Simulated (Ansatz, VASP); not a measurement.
## Ti: VASP beside Ansatz

File POSCAR:

```
Ti
1.0
   -1.5446001272      1.5446001272      1.5852474989
    1.5446001272     -1.5446001272      1.5852474989
    1.5446001272      1.5446001272     -1.5852474989
Ti
1
Direct
    0.0000000000      0.0000000000      0.0000000000
```

INCAR.step1

```
PREC = Accurate
ENCUT = 520
ISMEAR = 0
SIGMA = 0.15
LREAL = F
LASPH = T
NELM = 60
NBANDS = 12
GGA = PE
ALGO = Normal
EDIFF = 1E-4
LWAVE = T
LCHARG = F
```

Contents of INCAR.step2:

```
PREC = Accurate
ENCUT = 520
EDIFF = 1E-7
ISMEAR = 0
SIGMA = 0.15
LREAL = F
LASPH = T
NELM = 60
ALGO = Normal
ISIF = 2
LWAVE = F
LCHARG = T
METAGGA = R2SCAN
LMIXTAU = T
LELF = T
LVHAR = T
NBANDS = 12
ISTART = 1
```

Contents of KPOINTS:

```
Automatic mesh
0
Gamma
  26 26 26
```

Input for Ansatz:

```yaml
crystal:
  lattice:
    - [-1.5446001272, 1.5446001272, 1.5852474989]
    - [1.5446001272, -1.5446001272, 1.5852474989]
    - [1.5446001272, 1.5446001272, -1.5852474989]
  atoms:
    - { symbol: Ti, position: [0.0, 0.0, 0.0] }
basis:
  ecutwfc: 500
kpoints:
  mp_grid: { grid: [26, 26, 26] }
hamiltonian:
  xc: r2scan
scf:
  occupations: { method: gaussian, width: 0.15 }
output:
  forces: true
  stress: true
  eigenvalues: true
```

Change from the starting cell: strain -0.050 along x and y, -0.025 along z, atoms carried along.

Alike in both runs: task single point; functional r2SCAN; k mesh 26 × 26 × 26; occupations gaussian, width 0.15 eV; no spin polarisation.

|  | VASP | Ansatz |
| --- | --- | --- |
| version | VASP 6.6.1 | Ansatz 0.2.0 |
| potentials or method | VASP PAW PBE potentials, release 64 (Ti_sv), cutoff 520 eV | scalar-relativistic, plane waves, PAW |
| valence electrons in the cell | 12 | 12 |

```tsv
	VASP	Ansatz	Ansatz less VASP
gap on the k mesh at the Fermi level (eV)	none	none	-
pressure (GPa)	18.2	17.6	-0.63
traceless stress, the component that is largest in VASP (GPa)	0.37	0.37	-0.007
```

VASP's potentials were made for PBE, not for r2SCAN. A gap of «none» marks a metal or a gap that the smearing closes. The functional is the same, so the differences come from potentials, cutoffs and numerics.
